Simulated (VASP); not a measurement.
AlAs4:

```
Al As
1.0
     3.09031   -5.54958    0.00000
     3.09031    5.54958    0.00000
     0.00000    0.00000    6.16214
Al As
2 8
Cartesian
  3.0903 0.0000 0.0000
  0.0000 0.0000 3.0811
  2.0342 1.4007 2.0355
  4.1464 1.4007 4.1266
  2.0342 -1.4007 4.1266
  4.1464 -1.4007 2.0355
  5.1245 -1.4007 5.1166
  1.0561 -1.4007 1.0456
  5.1245 1.4007 1.0456
  1.0561 1.4007 5.1166
```

The cell was built from a structure type or drawn by symmetry, and may not be a known phase.

- Program: VASP 6.6.1
- Task: relaxation of cell and atoms
- Functional: PBE
- Potentials or basis: VASP PAW PBE potentials, release 64 (Al, As)
- Cutoff: 600 eV
- k mesh: 3 × 3 × 3
- Occupations: gaussian, width 0.2 eV
- Spin: no spin polarisation

At the start: pressure -3.9 GPa; volume 21.14 Å³/atom.

**Question.** How do energy, volume and symmetry change on relaxing?

**Answer.** Over 13 steps the energy falls by 179.4 meV/atom and the volume is 19.93 Å³/atom (-5.7 %); space group Ccce (No. 68, to 0.1 Å) before and after.

Step by step:
| step | energy change (eV) | largest force (eV/Å) | pressure (GPa) | volume (Å³) |
| --- | --- | --- | --- | --- |
| 1 | 0.0000 | 0.9299 | -3.85 | 211.36 |
| 2 | -0.5921 | 1.0974 | 0.40 | 196.16 |
| 3 | -0.7212 | 1.0941 | 4.81 | 185.85 |
| 4 | -1.0299 | 0.8103 | 5.13 | 184.98 |
| 5 | -1.1726 | 0.6602 | 6.22 | 183.96 |
| 6 | -1.5399 | 0.5185 | 1.32 | 193.77 |
| 7 | -1.6075 | 0.4278 | -1.53 | 201.18 |
| 8 | -1.6077 | 0.4333 | -1.36 | 200.69 |
| 9 | -1.6702 | 0.3620 | -1.06 | 199.76 |
| 10 | -1.7455 | 0.0740 | 0.06 | 197.36 |
| 11 | -1.7770 | 0.0630 | 0.41 | 197.00 |
| 12 | -1.7854 | 0.0914 | 0.73 | 196.69 |
| 13 | -1.7945 | 0.0541 | -0.23 | 199.31 |

Final structure:
```xyz
10
Lattice="2.9342 -5.3803 0.0000 2.9342 5.3803 0.0000 0.0000 0.0000 6.3126" Properties=species:S:1:pos:R:3 pbc="T T T"
Al    2.9342    0.0000    0.0000
Al    0.0000    0.0000    3.1563
As    1.9850    1.5305    2.3047
As    3.8834    1.5305    4.0078
As    1.9850   -1.5305    4.0078
As    3.8834   -1.5305    2.3047
As    4.9192   -1.5305    5.4610
As    0.9492   -1.5305    0.8516
As    4.9192    1.5305    0.8516
As    0.9492    1.5305    5.4610
```

Caveat: the k points lie up to 0.41 Å⁻¹ apart in the final cell, too coarse for converged energies and pressures of a metal; the relaxation stopped at a loose force limit of 0.08 eV/Å, so its end isn't a converged minimum.
